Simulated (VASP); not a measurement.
SnTe: relaxation of cell and atoms with PBE

The system is SnTe.

```
CELL_PARAMETERS angstrom
3.12908 -3.16459 0.00000
3.12908 3.16459 0.00000
0.00000 0.00000 3.18014
ATOMIC_POSITIONS crystal
Sn 0.50000 0.50000 0.00000
Te 0.00000 0.00000 0.00000
```

The cell was generated, and may not be a known phase.

```
Program                : VASP 6.6.1
Task                   : relaxation of cell and atoms
Functional             : PBE
Potentials or basis    : VASP PAW PBE potentials, release 64 (Sn_d, Te)
Cutoff                 : 600 eV
k mesh                 : 4 × 4 × 6
Occupations            : gaussian, width 0.1 eV
Spin                   : no spin polarisation
Dipole correction      : no
Further INCAR settings : ALGO = Normal; EDIFF = 1e-06; IBRION = 2; EDIFFG = -0.04; NSW = 90; ISIF = 3
```

```yaml
Relaxed_volume: 32.41 Å³/atom
Relaxed_cell: a = 4.397 Å, b = 4.397 Å, c = 3.352 Å, α = 90.00°, β = 90.00°, γ = 90.26°
Space_group_after_relaxing_to_0.1_Å: P4/mmm (No. 123)
Energy_gained_by_relaxing: 19.2 meV/atom
Ionic_steps: 3
Pressure_after_relaxing: 0.0 GPa
Band_gap_on_the_k_mesh: zero (bands 10 and 11 overlap by 3.96 eV)
```

Stress tensor (GPa, compression positive):
```
 0.08  0.00  0.00
 0.00 -0.03  0.00
 0.00  0.00 -0.08
```

The path:
```tsv
step	energy change (eV)	largest force (eV/Å)	pressure (GPa)	volume (Å³)
1	0.0000	0.0000	0.55	62.98
2	-0.0303	0.0000	0.26	63.95
3	-0.0384	0.0000	-0.01	64.81
```

Final structure:
```cif
data_structure
_symmetry_space_group_name_H-M 'P 1'
_symmetry_Int_Tables_number 1
_cell_length_a 4.3972
_cell_length_b 4.3972
_cell_length_c 3.3519
_cell_angle_alpha 90.000
_cell_angle_beta 90.000
_cell_angle_gamma 90.262
_cell_volume 64.81
loop_
_atom_site_label
_atom_site_type_symbol
_atom_site_fract_x
_atom_site_fract_y
_atom_site_fract_z
_atom_site_occupancy
Sn1 Sn 0.50000 0.50000 0.00000 1
Te1 Te 0.00000 0.00000 0.00000 1
```

Levels at points of the mesh, in eV from the Fermi level:
```csv
k point,band 6,band 7,band 8,band 9,band 10,band 11,band 12,band 13,band 14
"(0.00, 0.00, 0.00)",-12.33,-6.12,-3.19,-3.13,1.31,2.80,3.99,4.11,6.13
"(0.50, 0.00, 0.00)",-11.64,-8.47,-1.82,-0.50,0.04,0.29,1.93,5.24,7.15
"(0.50, 0.50, 0.00)",-11.19,-7.34,-5.07,-5.06,2.13,5.69,5.77,5.83,8.13
"(0.00, 0.00, 0.50)",-10.92,-4.92,-4.04,-1.99,-1.92,-0.40,4.82,5.39,5.42
"(0.50, 0.00, 0.50)",-10.32,-6.62,-3.93,-2.22,-0.69,1.15,1.83,1.87,6.22
"(0.50, 0.50, 0.50)",-9.88,-5.27,-3.72,-3.70,-3.59,-1.57,2.66,2.68,7.17
```

Wall time 2.6 min on 1 thread of Intel Xeon 8259CL, with other jobs on the host, peak memory 0.21 GiB.

Caveat: spin-orbit coupling is left out, which moves the levels of the heavy elements.
